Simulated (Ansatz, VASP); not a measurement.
## Zn: VASP beside Ansatz

```xyz
2
Lattice="2.6648 0.0000 0.0000 -1.3324 2.3078 0.0000 0.0000 0.0000 4.9467" Properties=species:S:1:pos:R:3 pbc="T T T"
Zn   -0.1000    1.7385    1.2367
Zn    1.3324    0.7693    3.7100
```

Alike in both runs: task single point; functional PBEsol; k mesh 24 × 24 × 10; occupations gaussian, width 0.15 eV; no spin polarisation.

```csv
,VASP,Ansatz
version,VASP 6.6.1,Ansatz 0.2.0
potentials or method,"VASP PAW PBE potentials, release 64 (Zn), cutoff 520 eV","scalar-relativistic, plane waves, PAW"
valence electrons in the cell,24,24
```

```csv
,VASP,Ansatz,Ansatz less VASP
gap on the k mesh at the Fermi level (eV),none,none,-
pressure (GPa),-4.4,-5.1,-0.69
"traceless stress, the component that is largest in VASP (GPa)",2.05,2.17,+0.114
rms of the force components (eV/Å),0.067,0.066,-0.0011
```

VASP's potentials were made for PBE, not for PBEsol. Atom by atom the forces differ by 0.001 eV/Å (rms over components). A gap of «none» marks a metal or a gap that the smearing closes. The functional is the same, so the differences come from potentials, cutoffs and numerics.
